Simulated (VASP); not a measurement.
# AlN (P2_1) in VASP: single point with PBE

Aim: the single point of AlN with PBE.

Program: VASP 6.6.1. These are calculated values, not measurements. Logs are shortened: lines on timing, memory, paths and dates and some standing lists are left out, and cuts for length are marked.

## (1) The cell of the first run

Symmetry: P2_1, No. 4, monoclinic system. The conventional cell has a = 3.130 Å, b = 5.018 Å, c = 3.130 Å, α = 90.00°, β = 120.00°, γ = 90.00°. Within 2.5 Å of Al (site symmetry 1) lie 4 N at 1.90 to 1.92 Å. Within 2.5 Å of N (site symmetry 1) lie 4 Al at 1.90 to 1.92 Å.

## (2) Single point, PBE (atoms displaced along a vibrational mode)

Input file INCAR:

```
SYSTEM = AlN
PREC = Accurate
ENCUT = 520
EDIFF = 1E-6
ISMEAR = 0
SIGMA = 0.05
LREAL = .FALSE.
LASPH = .TRUE.
NELM = 60
ALGO = Normal
ISIF = 2
LWAVE = .FALSE.
LCHARG = .FALSE.
GGA = PE
NBANDS = 26
```

Input file KPOINTS:

```
Automatic mesh
0
G
  8 8 8
  0 0 0
```

Input file POSCAR:

```
AlN
1.0
   -3.1302395627      0.0000000000      0.0000000000
    0.0000000000      5.4217339625      0.0000000000
    1.5651197814     -2.7108669813     -5.0179796546
Al N
4 4
Direct
    1.0183035033      0.3324689746      0.9982712825
    0.5183035033      0.8324689746      0.9982712825
    0.2299677792      0.9158023079      0.4982712825
    0.7299677792      0.4158023079      0.4982712825
    0.7914048084      0.1416976921      0.6167287175
    0.2914048084      0.6416976921      0.6167287175
    0.0753239091      0.7250310254      0.1167287175
    0.5753239091      0.2250310254      0.1167287175
```

Potentials or basis: VASP PAW PBE potentials, release 64 (Al, N).

Launch:

```sh
cat potpaw_PBE.64/Al/POTCAR potpaw_PBE.64/N/POTCAR > POTCAR
mpirun -np 1 vasp_std > vasp.out
```

OUTCAR:

```text
SYSTEM = AlN
   PREC = Accurate
   ENCUT = 520
   EDIFF = 1E-6
   ISMEAR = 0
   LREAL = .FALSE.
   LASPH = .TRUE.
   NELM = 60
   ISIF = 2
   GGA = PE

 ion  position               nearest neighbor table
   1  0.018  0.332  0.998-   8 1.90   7 1.90   8 1.91   5 1.92   4 3.03   3 3.03   3 3.09   4 3.09
                             2 3.13   2 3.13   2 3.13   2 3.13   3 3.15   4 3.15
   2  0.518  0.832  0.998-   7 1.90   8 1.90   7 1.91   6 1.92   3 3.03   4 3.03   4 3.09   3 3.09
                             1 3.13   1 3.13   1 3.13   1 3.13   4 3.15   3 3.15
   3  0.230  0.916  0.498-   5 1.90   6 1.90   5 1.91   7 1.92   2 3.03   1 3.03   1 3.09   2 3.09
                             4 3.13   4 3.13   4 3.13   4 3.13   1 3.15   2 3.15
   4  0.730  0.416  0.498-   6 1.90   5 1.90   6 1.91   8 1.92   1 3.03   2 3.03   2 3.09   1 3.09
                             3 3.13   3 3.13   3 3.13   3 3.13   2 3.15   1 3.15
   5  0.791  0.142  0.617-   3 1.90   4 1.90   3 1.91   1 1.92
   6  0.291  0.642  0.617-   4 1.90   3 1.90   4 1.91   2 1.92
   7  0.075  0.725  0.117-   2 1.90   1 1.90   2 1.91   3 1.92
   8  0.575  0.225  0.117-   1 1.90   2 1.90   1 1.91   4 1.92

  LATTYP: Found a body centered orthorhombic cell.
 ALAT       =     3.1302395627
 B/A-ratio  =     1.7320508076
 C/A-ratio  =     3.2061313865

  Lattice vectors:

 A1 = (  -1.5651197814,   2.7108669813,   5.0179796546)
 A2 = (   1.5651197813,  -2.7108669812,   5.0179796546)
 A3 = (   1.5651197814,   2.7108669812,  -5.0179796546)

Analysis of symmetry for initial positions (statically):
=====================================================================
 Subroutine PRICEL returns following result:

  LATTYP: Found a hexagonal cell.
 ALAT       =     3.1302395627
 C/A-ratio  =     1.6030656932

  Lattice vectors:

 A1 = (   3.1302395627,  -0.0000000000,   0.0000000000)
 A2 = (  -1.5651197813,  -2.7108669813,   0.0000000000)
 A3 = (   0.0000000001,  -0.0000000000,  -5.0179796546)

   2 primitive cells build up your supercell.

 Routine SETGRP: Setting up the symmetry group for a
 body centered orthorhombic supercell.

 Subroutine GETGRP returns: Found  2 space group operations
 (whereof  1 operations were pure point group operations)
 out of a pool of  8 trial point group operations.

The static configuration has the point symmetry C_1 .
 The point group associated with its full space group is C_2 .

Analysis of symmetry for dynamics (positions and initial velocities):
=====================================================================
 Subroutine PRICEL returns following result:

  LATTYP: Found a hexagonal cell.
 ALAT       =     3.1302395627
 C/A-ratio  =     1.6030656932

  Lattice vectors:

 A1 = (   3.1302395627,  -0.0000000000,   0.0000000000)
 A2 = (  -1.5651197813,  -2.7108669813,   0.0000000000)
 A3 = (   0.0000000001,  -0.0000000000,  -5.0179796546)

   2 primitive cells build up your supercell.

 Routine SETGRP: Setting up the symmetry group for a
 body centered orthorhombic supercell.

 Subroutine GETGRP returns: Found  2 space group operations
 (whereof  1 operations were pure point group operations)
 out of a pool of  8 trial point group operations.

The dynamic configuration has the point symmetry C_1 .
 The point group associated with its full space group is C_2 .

 Subroutine INISYM returns: Found  2 space group operations
 (whereof  1 operations are pure point group operations),
 and found     2 'primitive' translations

----------------------------------------------------------------------------------------

                                     Primitive cell

  volume of cell :      42.5809

  direct lattice vectors                    reciprocal lattice vectors
     3.130239563 -0.000000000  0.000000000     0.319464367 -0.184442838  0.000000000
    -1.565119781 -2.710866981  0.000000000    -0.000000000 -0.368885676  0.000000000
     0.000000000 -0.000000000 -5.017979655     0.000000000  0.000000000 -0.199283391

  length of vectors
     3.130239563  3.130239563  5.017979655     0.368885676  0.368885676  0.199283391

  position of ions in fractional coordinates (direct lattice)
     0.647498805  0.333333333  0.998271282
     0.352501195  0.666666667  0.498271282
     0.683626217  0.333333333  0.616728718
     0.316373783  0.666666667  0.116728718

  ion indices of the primitive-cell ions
   primitive index   ion index
                 1           1
                 2           4
                 3           5
                 4           7

----------------------------------------------------------------------------------------

 KPOINTS: Automatic mesh

Automatic generation of k-mesh.
 Grid dimensions read from file:
 generate k-points for:    8    8    8

 Generating k-lattice:

  Cartesian coordinates                     Fractional coordinates (reciprocal lattice)
    -0.039933046  0.000000000 -0.012455212     0.125000000  0.000000000  0.000000000
     0.000000000  0.023055355 -0.012455212     0.000000000  0.125000000  0.000000000
     0.000000000  0.000000000 -0.024910424     0.000000000  0.000000000  0.125000000

  Length of vectors
     0.041830377  0.026204612  0.024910424

  Shift w.r.t. Gamma in fractional coordinates (k-lattice)
     0.000000000  0.000000000  0.000000000

 Subroutine IBZKPT returns following result:
 ===========================================

 Found    150 irreducible k-points:

 Following reciprocal coordinates:
            Coordinates               Weight
  0.000000  0.000000  0.000000      1.000000
  0.125000  0.000000 -0.000000      4.000000
  0.250000  0.000000 -0.000000      4.000000
  0.375000  0.000000  0.000000      4.000000
  0.500000  0.000000 -0.000000      2.000000
  0.000000  0.125000 -0.000000      4.000000
[... 16 lines left out ...]
  0.125000 -0.250000 -0.125000      4.000000
  0.250000  0.250000 -0.000000      4.000000
 [... further k-points ...]
   k-points           NKPTS =    150   k-points in BZ     NKDIM =    150   number of bands    NBANDS=     26
   number of dos      NEDOS =    301   number of ions     NIONS =      8
   total plane-waves  NPLWV =  46080
   dimension x,y,z NGX =    24 NGY =   40 NGZ =   48
   dimension x,y,z NGXF=    48 NGYF=   80 NGZF=   96
   ions per type =               4   4
   NGX,Y,Z   is equivalent  to a cutoff of  12.75, 12.27, 13.49 a.u.
   NGXF,Y,Z  is equivalent  to a cutoff of  25.49, 24.53, 26.98 a.u.
 SYSTEM =  AlN
   PREC   = accura    normal or accurate (medium, high low for compatibility)
   ISTART =      0    job   : 0-new  1-cont  2-samecut
   ICHARG =      2    charge: 1-file 2-atom 10-const
   ISPIN  =      1    spin polarized calculation?
   LNONCOLLINEAR =      F non collinear calculations
   LSORBIT =      F    spin-orbit coupling
   LASPH  =      T    aspherical Exc in radial PAW
   ENCUT  =  520.0 eV  38.22 Ry    6.18 a.u.   5.82 10.08 11.00*2*pi/ulx,y,z
   NELM   =     60;   NELMIN=  2; NELMDL= -5     # of ELM steps
   EDIFF  = 0.1E-05   stopping-criterion for ELM
   LREAL  =      F    real-space projection
   EDIFFG = 0.1E-04   stopping-criterion for IOM
   NSW    =      0    number of steps for IOM
   IBRION =     -1    ionic relax: 0-MD 1-quasi-New 2-CG
   NFREE  =      0    steps in history (QN), initial steepest desc. (CG)
   ISIF   =      2    stress and relaxation
   ISYM   =      2    0-nonsym 1-usesym 2-fastsym
   POTIM  = 0.5000    time-step for ionic-motion
   TEBEG  =    0.0;   TEEND  =   0.0 temperature during run
   PSTRESS=    0.0 pullay stress
   NELECT =      32.0000    total number of electrons
   NUPDOWN=      -1.0000    fix difference up-down
   EMIN   =  10.00;   EMAX   =-10.00  energy-range for DOS
   EFERMI =   0.00;   METHOD = LEGACY
   ISMEAR =     0;   SIGMA  =   0.05  broadening in eV -4-tet -1-fermi 0-gaus
   EFERMI_NEDOS =   21; number of points for ismear=-14 and -15
   IALGO  =     38    algorithm
   IMIX   =      4    mixing-type and parameters
     AMIX     =   0.40;   BMIX     =  1.00
     AMIX_MAG =   1.60;   BMIX_MAG =  1.00
  volume/ion in A,a.u.               =      10.65        71.84
  Fermi-wavevector in a.u.,A,eV,Ry     =   1.181345  2.232418 18.987951  1.395575
  Thomas-Fermi vector in A             =   2.317620
   LORBIT       =      0    0 simple, 1 ext, 2 COOP (PROOUT), +10 PAW based schemes
   GGA     = PE    functional components
   LHFCALC =     F    Hartree Fock is set to
   AEXX    =    0.0000 exact exchange contribution
   IVDW    =     0    specifies the selected vdW correction
   LEPSILON=     F    determine dielectric tensor
   LRPA    =     F    only Hartree local field effects (RPA)
 non-spin polarized calculation
 Gauss-broadening in eV      SIGMA  =   0.05
  energy-cutoff  :      520.00
  volume of cell :       85.16
 maximum number of plane-waves:      2322
   NGX = 11   NGY = 21   NGZ = 21

 number of electron      32.0000000 magnetization

 Free energy of the ion-electron system (eV)
  ---------------------------------------------------
  ext. energy  EPLUGINS =         0.00000000
  ---------------------------------------------------
  free energy    TOTEN  =       -59.50448547 eV

  energy without entropy =      -59.50448547  energy(sigma->0) =      -59.50448547

 E-fermi :   6.2410     XC(G=0): -10.8289

 val. band max:        5.9885262868   @ k =   0.0000   0.0000   0.0000
 cond. band min:       9.9899276764   @ k =   0.0000   0.0000   0.0000
 fundamental gap:      4.0014013896
 Fermi energy:         6.2409722281

 k-point     1 :       0.0000    0.0000    0.0000
  band No.  band energies     occupation
      1      -9.0998      2.00000
      2      -7.0153      2.00000
      3      -6.8231      2.00000
      4      -6.8231      2.00000
      5       0.0640      2.00000
      6       0.4463      2.00000
[... 18 lines left out ...]
     25      17.4512      0.00000
     26      17.4847      0.00000

 k-point     2 :       0.1250    0.0000   -0.0000
  band No.  band energies     occupation
      1      -8.9398      2.00000
      2      -6.9617      2.00000
      3      -6.8305      2.00000
      4      -6.7118      2.00000
      5       0.2876      2.00000
      6       0.5231      2.00000
[... 18 lines left out ...]
     25      16.5293      0.00000
     26      17.2105      0.00000

 k-point     3 :       0.2500    0.0000   -0.0000
  band No.  band energies     occupation
      1      -8.4859      2.00000
      2      -6.8185      2.00000
      3      -6.7295      2.00000
      4      -6.6031      2.00000
      5       0.8778      2.00000
      6       0.9678      2.00000
[... 18 lines left out ...]
     25      17.2715      0.00000
     26      17.4553      0.00000

 k-point     4 :       0.3750    0.0000    0.0000
  band No.  band energies     occupation
      1      -7.8287      2.00000
      2      -6.7088      2.00000
      3      -6.6470      2.00000
      4      -6.5886      2.00000
      5       1.2719      2.00000
      6       1.3555      2.00000
[... 18 lines left out ...]
     25      16.8375      0.00000
     26      17.4340      0.00000
[... 496 lines left out ...]
      1      -8.6397      2.00000
      2      -7.3149      2.00000
      3      -7.0589      2.00000
      4      -6.6982      2.00000
      5       0.8352      2.00000
      6       0.8947      2.00000
[... 18 lines left out ...]
     25      16.5235      0.00000
     26      17.4993      0.00000

 k-point    23 :       0.1250   -0.2500   -0.1250
  band No.  band energies     occupation
      1      -8.6420      2.00000
      2      -7.3085      2.00000
      3      -7.0531      2.00000
      4      -6.7079      2.00000
      5       0.8375      2.00000
      6       0.8839      2.00000
[... 18 lines left out ...]
     25      16.4769      0.00000
     26      17.3812      0.00000

 k-point    24 :       0.2500    0.2500   -0.0000
  band No.  band energies     occupation
      1      -8.1616      2.00000
      2      -7.1633      2.00000
      3      -6.9754      2.00000
      4      -6.5329      2.00000
      5       1.2401      2.00000
      6       1.2550      2.00000
[... 18 lines left out ...]
     25      16.8115      0.00000
     26      16.9970      0.00000

 [... further k-points ...]
[... 5 lines left out ...]
  --------------------------------------------------------------------------------------
  -------------------------------------------------------------------------------------
  Total       -0.3170680     -0.1392110     -0.1060156     -0.1273611     -0.0000000      0.0000000
  in kB       -5.9651073     -2.6190230     -1.9945078     -2.3960869     -0.0000000      0.0000000
  external PRESSURE =      -3.5262127 kB  Pullay stress =       0.0000000 kB

 VOLUME and BASIS-vectors are now :
 -----------------------------------------------------------------------------
  energy-cutoff  :      520.00
  volume of cell :       85.16
      direct lattice vectors                 reciprocal lattice vectors
    -3.130239563  0.000000000  0.000000000    -0.319464367  0.000000000 -0.099641695
     0.000000000  5.421733963  0.000000000     0.000000000  0.184442838 -0.099641695
     1.565119781 -2.710866981 -5.017979655     0.000000000  0.000000000 -0.199283391

 POSITION                                       TOTAL-FORCE (eV/Angst)
 -----------------------------------------------------------------------------------
      1.50512     -0.90362     -5.00930         0.333611      0.016061      0.022886
     -0.06000      1.80724     -5.00930         0.333611      0.016061      0.022886
      0.06000      3.61449     -2.50032        -0.333611     -0.016061      0.022886
     -1.50512      0.90362     -2.50032        -0.333611     -0.016061      0.022886
     -1.51203     -0.90362     -3.09473        -0.154860      0.006796     -0.022886
      0.05309      1.80724     -3.09473        -0.154860      0.006796     -0.022886
     -0.05309      3.61449     -0.58574         0.154860     -0.006796     -0.022886
     -1.61821      0.90362     -0.58574         0.154860     -0.006796     -0.022886
 -----------------------------------------------------------------------------------
    total drift:                               -0.000004     -0.000011      0.001163

  FREE ENERGIE OF THE ION-ELECTRON SYSTEM (eV)
  ---------------------------------------------------
  free  energy   TOTEN  =       -59.5044854679 eV

  energy  without entropy=      -59.5044854679  energy(sigma->0) =      -59.50448547
```

Run time: 4.9 min. Hardware: 1 thread of Intel Xeon Platinum 8175M at 2.50GHz (Skylake/Cascade Lake), shared host; peak memory 0.37 GiB.

Results:

```yaml
Free_energy: -59.5045 eV
Pressure: -0.4 GPa
Largest_force: 0.335 eV/Å
Band_gap_on_the_k_mesh: 4.00 eV
```

Forces in eV/Å, atoms in the order of the input:
```
Al   0.334  0.016  0.023
Al   0.334  0.016  0.023
Al  -0.334 -0.016  0.023
Al  -0.334 -0.016  0.023
N   -0.155  0.007 -0.023
N   -0.155  0.007 -0.023
N    0.155 -0.007 -0.023
N    0.155 -0.007 -0.023
```

Stress tensor (GPa, compression positive):
```
-0.60 -0.24  0.00
-0.24 -0.26  0.00
 0.00  0.00 -0.20
```

Levels at points of the mesh, in eV from the valence-band top:
| k point | band 14 | band 15 | band 16 | band 17 | band 18 | band 19 |
| --- | --- | --- | --- | --- | --- | --- |
| (0.00, 0.00, 0.00) | -0.31 | -0.14 | 0.00 | 4.00 | 5.20 | 5.20 |
| (0.50, 0.00, 0.00) | -2.04 | -0.88 | -0.88 | 6.09 | 6.09 | 7.17 |
| (0.00, 0.50, 0.00) | -0.69 | -0.57 | -0.57 | 5.88 | 5.88 | 7.26 |
| (0.50, 0.50, 0.00) | -1.26 | -1.26 | -0.68 | 5.13 | 5.13 | 5.42 |
| (0.50, 0.50, 0.50) | -1.39 | -1.39 | -0.74 | 5.30 | 5.30 | 5.64 |
| (0.00, 0.00, 0.50) | -0.58 | -0.53 | -0.53 | 5.74 | 5.74 | 6.27 |

Caveat: the cell differs from its parent crystal (atoms displaced along a vibrational mode).
